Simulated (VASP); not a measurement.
# W (I4/mmm) in VASP: notebook

Runs on W. Level: PBEsol. Tasks: single point.

All numbers are computed with VASP 6.6.1; they aren't measurements. Logs are shortened: lines on timing, memory, paths and dates and some standing lists are left out, and cuts for length are marked.

### Step 1. The cell of the first run

It takes space group I4/mmm (No. 139, tetragonal). The conventional cell has a = 2.999 Å, b = 2.999 Å, c = 3.364 Å, α = 90.00°, β = 90.00°, γ = 90.00°. Within 3.6 Å of W (site symmetry 4/mmm) lie 14 W at 2.71 to 3.36 Å.

### Step 2. Single point, PBEsol (15.13 Å³/atom)

The input, INCAR:

```
ALGO     = Normal         # electronic algorithm
EDIFF    = 1E-6           # SCF threshold, eV
ENCUT    = 500            # plane-wave cutoff, eV
GGA      = PS             # functional
GGA_COMPAT= F            
ISIF     = 2              # what is computed and relaxed
ISMEAR   = 0              # smearing method
LASPH    = T              # aspherical terms in the spheres
LCHARG   = F              # write CHGCAR
LREAL    = F              # projectors in reciprocal space
LWAVE    = F              # write WAVECAR
NBANDS   = 13             # bands
NELM     = 120            # most SCF steps
PREC     = Accurate       # precision mode
SIGMA    = 0.15           # smearing width, eV
```

The input, KPOINTS:

```
k-points
0
Gamma
  22 22 22
```

The input, POSCAR:

```
W
1.0
    0.0000000000      2.1205411371      1.6820132299
    2.1205411371      0.0000000000      1.6820132299
    2.1205411371      2.1205411371      0.0000000000
W
1
Direct
    0.0000000000      0.0000000000      0.0000000000
```

Potentials or basis: VASP PAW PBE potentials, release 64 (W_sv).

On the command line:

```
cat potpaw_PBE.64/W_sv/POTCAR > POTCAR
mpirun -np 1 vasp_std > vasp.out
```

OUTCAR:

```text
EDIFF = 1E-6
   ENCUT = 500
   GGA = PS
   ISIF = 2
   ISMEAR = 0
   LASPH = T
   LREAL = F
   NELM = 120
   PREC = Accurate

 ion  position               nearest neighbor table
   1  0.000  0.000  0.000-

  LATTYP: Found a body centered tetragonal cell.
 ALAT       =     2.9988980357
 C/A-ratio  =     1.1217541976

  Lattice vectors:

 A1 = (   0.0000000000,  -2.1205411371,  -1.6820132299)
 A2 = (   0.0000000000,   2.1205411371,  -1.6820132299)
 A3 = (   2.1205411371,   0.0000000000,   1.6820132299)

Analysis of symmetry for initial positions (statically):
=====================================================================
 Subroutine PRICEL returns:
 Original cell was already a primitive cell.

 Routine SETGRP: Setting up the symmetry group for a
 body centered tetragonal supercell.

 Subroutine GETGRP returns: Found 16 space group operations
 (whereof 16 operations were pure point group operations)
 out of a pool of 16 trial point group operations.

The static configuration has the point symmetry D_4h.

Analysis of symmetry for dynamics (positions and initial velocities):
=====================================================================
 Subroutine PRICEL returns:
 Original cell was already a primitive cell.

 Routine SETGRP: Setting up the symmetry group for a
 body centered tetragonal supercell.

 Subroutine GETGRP returns: Found 16 space group operations
 (whereof 16 operations were pure point group operations)
 out of a pool of 16 trial point group operations.

The dynamic configuration has the point symmetry D_4h.

 Subroutine INISYM returns: Found 16 space group operations
 (whereof 16 operations are pure point group operations),
 and found     1 'primitive' translations

----------------------------------------------------------------------------------------

                                     Primitive cell

  volume of cell :      15.1270

  direct lattice vectors                    reciprocal lattice vectors
     0.000000000  2.120541137  1.682013230    -0.235788871  0.235788871  0.297262822
     2.120541137  0.000000000  1.682013230     0.235788871 -0.235788871  0.297262822
     2.120541137  2.120541137  0.000000000     0.235788871  0.235788871 -0.297262822

  length of vectors
     2.706633189  2.706633189  2.998898036     0.446719116  0.446719116  0.446719116

  position of ions in fractional coordinates (direct lattice)
     0.000000000  0.000000000  0.000000000

  ion indices of the primitive-cell ions
   primitive index   ion index
                 1           1
[... 80 lines left out ...]
   POTIM  = 0.5000    time-step for ionic-motion
   TEBEG  =    0.0;   TEEND  =   0.0 temperature during run
   PSTRESS=    0.0 pullay stress
   NELECT =      14.0000    total number of electrons
   NUPDOWN=      -1.0000    fix difference up-down
   EMIN   =  10.00;   EMAX   =-10.00  energy-range for DOS
   EFERMI =   0.00;   METHOD = LEGACY
   ISMEAR =     0;   SIGMA  =   0.15  broadening in eV -4-tet -1-fermi 0-gaus
   EFERMI_NEDOS =   21; number of points for ismear=-14 and -15
   IALGO  =     38    algorithm
   IMIX   =      4    mixing-type and parameters
     AMIX     =   0.40;   BMIX     =  1.00
     AMIX_MAG =   1.60;   BMIX_MAG =  1.00
  volume/ion in A,a.u.               =      15.13       102.08
  Fermi-wavevector in a.u.,A,eV,Ry     =   1.595389  3.014848 34.630444  2.545266
  Thomas-Fermi vector in A             =   2.693315
   LORBIT       =      0    0 simple, 1 ext, 2 COOP (PROOUT), +10 PAW based schemes
   GGA     = PS    functional components
   LHFCALC =     F    Hartree Fock is set to
   AEXX    =    0.0000 exact exchange contribution
   IVDW    =     0    specifies the selected vdW correction
   LEPSILON=     F    determine dielectric tensor
   LRPA    =     F    only Hartree local field effects (RPA)
 non-spin polarized calculation
 Gauss-broadening in eV      SIGMA  =   0.15
  energy-cutoff  :      500.00
  volume of cell :       15.13
 maximum number of plane-waves:       418
   NGX =  9   NGY =  9   NGZ = 11

 number of electron      14.0000001 magnetization

 Free energy of the ion-electron system (eV)
  ---------------------------------------------------
  ext. energy  EPLUGINS =         0.00000000
  ---------------------------------------------------
  free energy    TOTEN  =       -13.64928875 eV

  energy without entropy =      -13.64287856  energy(sigma->0) =      -13.64608366

 E-fermi :  11.9480     XC(G=0): -14.0262

 val. band max:       11.9452133634   @ k =   0.5000   0.3182   0.0455
 cond. band min:      11.9504639134   @ k =  -0.4091   0.2727   0.0000
 fundamental gap:      0.0052505501
 Fermi energy:        11.9480301249

 k-point     1 :       0.0000    0.0000    0.0000
  band No.  band energies     occupation
      1     -62.1102      2.00000
      2     -25.6032      2.00000
      3     -25.5910      2.00000
      4     -25.5910      2.00000
      5       2.0530      2.00000
      6      10.3078      2.00000
      7      10.3078      2.00000
      8      11.7819      1.88274
      9      13.1531      0.00000
     10      15.1193      0.00000
     11      25.3527      0.00000
     12      27.5046      0.00000
     13      27.5046      0.00000
[... 354 lines left out ...]
  band No.  band energies     occupation
      1     -61.9492      2.00000
      2     -27.0859      2.00000
      3     -26.0103      2.00000
      4     -25.6346      2.00000
      5       5.4738      2.00000
      6       8.9144      2.00000
      7      11.7270      1.96279
      8      13.1792      0.00000
      9      15.9210      0.00000
     10      17.9171      0.00000
     11      23.5961      0.00000
     12      24.1932      0.00000
     13      30.4745      0.00000

 [... further k-points ...]

------------------------ aborting loop because EDIFF is reached ----------------------------------------

  FORCE on cell =-STRESS in cart. coord.  units (eV):
  Direction    XX          YY          ZZ          XY          YZ          ZX
  --------------------------------------------------------------------------------------
  -------------------------------------------------------------------------------------
  Total        2.5086244      2.5086244     -0.5931532      0.0000000      0.0000000     -0.0000000
  in kB      265.7011438    265.7011438    -62.8238692      0.0000000      0.0000000     -0.0000000
  external PRESSURE =     156.1928061 kB  Pullay stress =       0.0000000 kB

 VOLUME and BASIS-vectors are now :
 -----------------------------------------------------------------------------
  energy-cutoff  :      500.00
  volume of cell :       15.13
      direct lattice vectors                 reciprocal lattice vectors
     0.000000000  2.120541137  1.682013230    -0.235788871  0.235788871  0.297262822
     2.120541137  0.000000000  1.682013230     0.235788871 -0.235788871  0.297262822
     2.120541137  2.120541137  0.000000000     0.235788871  0.235788871 -0.297262822

 POSITION                                       TOTAL-FORCE (eV/Angst)
 -----------------------------------------------------------------------------------
      0.00000      0.00000      0.00000        -0.000000      0.000000     -0.000000
 -----------------------------------------------------------------------------------
    total drift:                                0.000000     -0.000000      0.000000

  FREE ENERGIE OF THE ION-ELECTRON SYSTEM (eV)
  ---------------------------------------------------
  free  energy   TOTEN  =       -13.6492887533 eV

  energy  without entropy=      -13.6428785626  energy(sigma->0) =      -13.64608366
```

OSZICAR:

```text
N       E                     dE             d eps       ncg     rms          rms(c)
DAV:   1     0.818187815160E+02    0.81819E+02   -0.72696E+03 21829   0.120E+03
DAV:   2    -0.127237032522E+02   -0.94542E+02   -0.90896E+02 24374   0.312E+02
DAV:   3    -0.142925307272E+02   -0.15688E+01   -0.15642E+01 23869   0.390E+01
DAV:   4    -0.142982788417E+02   -0.57481E-02   -0.57480E-02 24284   0.261E+00
DAV:   5    -0.142983221615E+02   -0.43320E-04   -0.43320E-04 24079   0.214E-01    0.234E+01
DAV:   6    -0.137945821019E+02    0.50374E+00   -0.38855E-01 23069   0.835E+00    0.974E+00
DAV:   7    -0.136544505701E+02    0.14013E+00   -0.21080E-01 24609   0.580E+00    0.516E-01
DAV:   8    -0.136493151246E+02    0.51354E-02   -0.45442E-03 22134   0.908E-01    0.577E-02
DAV:   9    -0.136492899086E+02    0.25216E-04   -0.69170E-05 25763   0.974E-02    0.443E-02
DAV:  10    -0.136492885280E+02    0.13805E-05   -0.91643E-06 23774   0.417E-02    0.233E-03
DAV:  11    -0.136492887533E+02   -0.22527E-06   -0.16207E-07 13372   0.476E-03
   1 F= -.13649289E+02 E0= -.13646084E+02  d E =-.641019E-02
```

Wall time 88 s (1 thread of Intel Xeon 8259CL, shared host); peak memory 0.26 GiB.

Results:

- Free energy: -13.6493 eV
- Pressure: 15.6 GPa
- Band gap on the k mesh: zero (bands 7 and 8 overlap by 6.29 eV)

Stress tensor (GPa, compression positive):
```
26.57  0.00  0.00
 0.00 26.57  0.00
 0.00  0.00 -6.28
```

Caveat: the cell stands under pressure; the PAW data sets were made with another functional, which shifts forces and pressure a little; spin-orbit coupling is left out, which moves the levels of the heavy elements.

### Step 3. Single point, PBEsol (15.55 Å³/atom)

This run uses another cell than the first one, of 15.55 Å³/atom.

The input, INCAR:

```
SYSTEM = W
ALGO = Normal
EDIFF = 1E-6
ENCUT = 500
GGA = PS
GGA_COMPAT = .FALSE.
ISIF = 2
ISMEAR = 0
LASPH = .TRUE.
LCHARG = .FALSE.
LREAL = .FALSE.
LWAVE = .FALSE.
NBANDS = 13
NELM = 120
PREC = Accurate
SIGMA = 0.15
```

The input, KPOINTS:

```
k-points
0
G
  22 22 22
  0 0 0
```

The input, POSCAR:

```
W
1.0
    0.0000000000      1.8817897853      2.1960486794
    1.8817897853      0.0000000000      2.1960486794
    1.8817897853      1.8817897853      0.0000000000
W
1
Direct
    0.0000000000      0.0000000000      0.0000000000
```

Potentials or basis: VASP PAW PBE potentials, release 64 (W_sv).

On the command line:

```
cat potpaw_PBE.64/W_sv/POTCAR > POTCAR
mpirun -np 1 vasp_std > vasp.out
```

OUTCAR:

```text
SYSTEM = W
   EDIFF = 1E-6
   ENCUT = 500
   GGA = PS
   ISIF = 2
   ISMEAR = 0
   LASPH = .TRUE.
   LREAL = .FALSE.
   NELM = 120
   PREC = Accurate

 ion  position               nearest neighbor table
   1  0.000  0.000  0.000-

  LATTYP: Found a body centered tetragonal cell.
 ALAT       =     2.6612526359
 C/A-ratio  =     1.6503872273

  Lattice vectors:

 A1 = (  -1.8817897853,   0.0000000000,   2.1960486794)
 A2 = (   1.8817897853,   0.0000000000,   2.1960486794)
 A3 = (   0.0000000000,   1.8817897853,  -2.1960486794)

Analysis of symmetry for initial positions (statically):
=====================================================================
 Subroutine PRICEL returns:
 Original cell was already a primitive cell.

 Routine SETGRP: Setting up the symmetry group for a
 body centered tetragonal supercell.

 Subroutine GETGRP returns: Found 16 space group operations
 (whereof 16 operations were pure point group operations)
 out of a pool of 16 trial point group operations.

The static configuration has the point symmetry D_4h.

Analysis of symmetry for dynamics (positions and initial velocities):
=====================================================================
 Subroutine PRICEL returns:
 Original cell was already a primitive cell.

 Routine SETGRP: Setting up the symmetry group for a
 body centered tetragonal supercell.

 Subroutine GETGRP returns: Found 16 space group operations
 (whereof 16 operations were pure point group operations)
 out of a pool of 16 trial point group operations.

The dynamic configuration has the point symmetry D_4h.

 Subroutine INISYM returns: Found 16 space group operations
 (whereof 16 operations are pure point group operations),
 and found     1 'primitive' translations

----------------------------------------------------------------------------------------

                                     Primitive cell

  volume of cell :      15.5530

  direct lattice vectors                    reciprocal lattice vectors
[... 113 lines left out ...]
   IVDW    =     0    specifies the selected vdW correction
   LEPSILON=     F    determine dielectric tensor
   LRPA    =     F    only Hartree local field effects (RPA)
 non-spin polarized calculation
 Gauss-broadening in eV      SIGMA  =   0.15
  energy-cutoff  :      500.00
  volume of cell :       15.55
 maximum number of plane-waves:       406
 NGX is ok and might be reduce to    24
   NGX = 11   NGY = 11   NGZ =  9

 number of electron      13.9999999 magnetization

 Free energy of the ion-electron system (eV)
  ---------------------------------------------------
  ext. energy  EPLUGINS =         0.00000000
  ---------------------------------------------------
  free energy    TOTEN  =       -13.39451277 eV

  energy without entropy =      -13.38584966  energy(sigma->0) =      -13.39018122

 E-fermi :  11.4356     XC(G=0): -13.8576

 val. band max:       11.4347210917   @ k =   0.4091   0.4091   0.0000
 cond. band min:      11.4426138212   @ k =   0.4545  -0.0000   0.0000
 fundamental gap:      0.0078927294
 Fermi energy:        11.4355995939

 k-point     1 :       0.0000    0.0000    0.0000
  band No.  band energies     occupation
      1     -62.5145      2.00000
      2     -26.1843      2.00000
      3     -25.9721      2.00000
      4     -25.9721      2.00000
      5       1.8005      2.00000
      6       9.0299      2.00000
      7      11.3869      1.35365
      8      11.3869      1.35365
      9      11.8005      0.00058
     10      15.3873      0.00000
     11      24.3360      0.00000
     12      26.4507      0.00000
     13      31.2750      0.00000
[... 354 lines left out ...]
  band No.  band energies     occupation
      1     -62.3686      2.00000
      2     -27.4634      2.00000
      3     -26.4423      2.00000
      4     -26.0102      2.00000
      5       5.2573      2.00000
      6       9.0843      2.00000
      7      11.4550      0.85493
      8      11.7009      0.01238
      9      15.7978      0.00000
     10      17.0648      0.00000
     11      22.4329      0.00000
     12      23.6850      0.00000
     13      30.0347      0.00000

 [... further k-points ...]

------------------------ aborting loop because EDIFF is reached ----------------------------------------

  FORCE on cell =-STRESS in cart. coord.  units (eV):
  Direction    XX          YY          ZZ          XY          YZ          ZX
  --------------------------------------------------------------------------------------
  -------------------------------------------------------------------------------------
  Total        0.8709367      0.8709367      1.2315873      0.0000000     -0.0000000     -0.0000000
  in kB       89.7187015     89.7187015    126.8707824      0.0000000     -0.0000000     -0.0000000
  external PRESSURE =     102.1027285 kB  Pullay stress =       0.0000000 kB

 VOLUME and BASIS-vectors are now :
 -----------------------------------------------------------------------------
  energy-cutoff  :      500.00
  volume of cell :       15.55
      direct lattice vectors                 reciprocal lattice vectors
     0.000000000  1.881789785  2.196048679    -0.265704493  0.265704493  0.227681656
     1.881789785  0.000000000  2.196048679     0.265704493 -0.265704493  0.227681656
     1.881789785  1.881789785  0.000000000     0.265704493  0.265704493 -0.227681656

 POSITION                                       TOTAL-FORCE (eV/Angst)
 -----------------------------------------------------------------------------------
      0.00000      0.00000      0.00000         0.000000      0.000000      0.000000
 -----------------------------------------------------------------------------------
    total drift:                                0.000000      0.000000     -0.000000

  FREE ENERGIE OF THE ION-ELECTRON SYSTEM (eV)
  ---------------------------------------------------
  free  energy   TOTEN  =       -13.3945127704 eV

  energy  without entropy=      -13.3858496622  energy(sigma->0) =      -13.39018122
```

OSZICAR:

```text
N       E                     dE             d eps       ncg     rms          rms(c)
DAV:   1     0.822323857186E+02    0.82232E+02   -0.72611E+03 21867   0.120E+03
DAV:   2    -0.124323163688E+02   -0.94665E+02   -0.90977E+02 24004   0.311E+02
DAV:   3    -0.140368322242E+02   -0.16045E+01   -0.15980E+01 24424   0.393E+01
DAV:   4    -0.140432761029E+02   -0.64439E-02   -0.64435E-02 24059   0.273E+00
DAV:   5    -0.140433274808E+02   -0.51378E-04   -0.51378E-04 24664   0.231E-01    0.221E+01
DAV:   6    -0.135369482079E+02    0.50638E+00   -0.40448E-01 22939   0.837E+00    0.904E+00
DAV:   7    -0.133996990753E+02    0.13725E+00   -0.21546E-01 24339   0.570E+00    0.505E-01
DAV:   8    -0.133945535115E+02    0.51456E-02   -0.46582E-03 22049   0.907E-01    0.606E-02
DAV:   9    -0.133945106838E+02    0.42828E-04   -0.83738E-05 26008   0.102E-01    0.429E-02
DAV:  10    -0.133945126502E+02   -0.19665E-05   -0.84834E-06 23099   0.363E-02    0.438E-03
DAV:  11    -0.133945127704E+02   -0.12022E-06   -0.28066E-07 13222   0.623E-03
   1 F= -.13394513E+02 E0= -.13390181E+02  d E =-.866311E-02
```

It took 80 s on 1 thread of Intel Xeon 8259CL, shared host; peak memory 0.26 GiB.

Results:

```
Free energy            : -13.3945 eV
Pressure               : 10.2 GPa
Band gap on the k mesh : zero (bands 7 and 8 overlap by 4.83 eV)
```

Stress tensor (GPa, compression positive):
```
 8.97  0.00  0.00
 0.00  8.97  0.00
 0.00  0.00 12.69
```

Caveat: the cell stands under pressure; the PAW data sets were made with another functional, which shifts forces and pressure a little; spin-orbit coupling is left out, which moves the levels of the heavy elements.

### Step 4. Single point, PBEsol (15.55 Å³/atom)

This run uses another cell than the first one, of 15.55 Å³/atom.

The input, INCAR:

```
  PREC = Accurate
  ENCUT = 500
  EDIFF = 1E-6
  ISMEAR = 0
  SIGMA = 0.15
  LREAL = F
  LASPH = T
  NELM = 120
  ALGO = Normal
  ISIF = 2
  LWAVE = F
  LCHARG = F
  GGA = PS
  NBANDS = 13
  GGA_COMPAT = F
```

The input, KPOINTS:

```
regular mesh
0
Gamma
  22 22 22
```

The input, POSCAR:

```
W
1.0
    0.0000000000      2.0858577042      1.7873714668
    2.0858577042      0.0000000000      1.7873714668
    2.0858577042      2.0858577042      0.0000000000
W
1
Direct
    0.0000000000      0.0000000000      0.0000000000
```

On the command line:

```
cat potpaw_PBE.64/W_sv/POTCAR > POTCAR
mpirun -np 1 vasp_std > vasp.out
```

Run time: 82 s. Hardware: 1 thread of Intel Xeon 8259CL, shared host; peak memory 0.26 GiB.

It converged, with:

```
Free energy            : -13.5129 eV
Pressure               : 7.8 GPa
Band gap on the k mesh : zero (bands 7 and 8 overlap by 5.91 eV)
```

Stress tensor (GPa, compression positive):
```
 18.93   0.00   0.00
  0.00  18.93   0.00
  0.00   0.00 -14.53
```

Levels at points of the mesh, in eV from the Fermi level:
```tsv
k point	band 5	band 6	band 7	band 8	band 9	band 10
(0.00, 0.00, 0.00)	-9.67	-1.50	-1.50	0.48	0.71	3.26
(0.50, 0.00, 0.00)	-6.31	-2.46	0.15	0.51	4.11	5.80
(0.50, 0.50, 0.00)	-6.17	-5.57	4.99	5.26	5.75	5.75
(0.50, 0.00, 0.50)	-6.31	-4.88	1.98	4.34	4.59	6.57
```

Caveat: the cell stands under pressure; the PAW data sets were made with another functional, which shifts forces and pressure a little; spin-orbit coupling is left out, which moves the levels of the heavy elements.

### Step 5. Overview

```tsv
cell	gap on the mesh (eV)	pressure (GPa)
a = 2.707, b = 2.707, c = 2.999 Å, angles 56.4, 56.4, 67.3°, 1 atom	none	15.6
a = 2.892, b = 2.892, c = 2.661 Å, angles 62.6, 62.6, 54.8°, 1 atom	none	10.2
a = 2.747, b = 2.747, c = 2.950 Å, angles 57.5, 57.5, 65.0°, 1 atom	none	7.8
```

Alike in all rows: task single point; level PBEsol; potentials or basis VASP PAW PBE potentials, release 64 (W_sv); no spin polarisation; k mesh 22 × 22 × 22; cutoff (eV) 500; smearing gaussian 0.15 eV.

Caveats: the cell stands under pressure; the PAW data sets were made with another functional, which shifts forces and pressure a little; spin-orbit coupling is left out, which moves the levels of the heavy elements.

Total energies depend on the potentials used, so only differences within one code and one set of settings carry meaning.
